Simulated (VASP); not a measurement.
Here is a VASP 6.6.1 calculation.

File INCAR:

```
SYSTEM = MgO
ALGO     = Normal         ! electronic algorithm
EDIFF    = 1E-6           ! SCF threshold, eV
ENCUT    = 520            ! plane-wave cutoff, eV
GGA      = PE             ! functional
ISIF     = 2              ! what is computed and relaxed
ISMEAR   = -1             ! smearing method
LASPH    = .True.         ! aspherical terms in the spheres
LCHARG   = .True.         ! write CHGCAR
LELF     = .True.         ! ELF
LREAL    = .False.        ! projectors in reciprocal space
LVHAR    = .True.       
LWAVE    = .False.        ! write WAVECAR
NBANDS   = 11             ! bands
NELM     = 60             ! most SCF steps
PREC     = Accurate       ! precision mode
SIGMA    = 0.01           ! smearing width, eV
```

The input KPOINTS:

```
k-points
0
Gamma
  10 10 10
  0 0 0
```

Contents of POSCAR:

```
MgO
1.0
    0.0000000000      2.1172067147      2.1172067147
    2.1172067147      0.0000000000      2.1172067147
    2.1172067147      2.1172067147      0.0000000000
Mg O
1 1
Direct
    0.0000000000      0.0000000000      0.0000000000
    0.5000000000      0.5000000000      0.5000000000
```

Potentials or basis: VASP PAW PBE potentials, release 64 (Mg, O).

Run with:

```sh
$ cat potpaw_PBE.64/Mg/POTCAR potpaw_PBE.64/O/POTCAR > POTCAR
$ mpirun -np 1 vasp_std > vasp.out
```

**Question.** Estimate the band gap on the k mesh.

**Answer.** 4.57 eV, direct.

**Question.** Estimate the pressure.

**Answer.** 1.4 GPa.
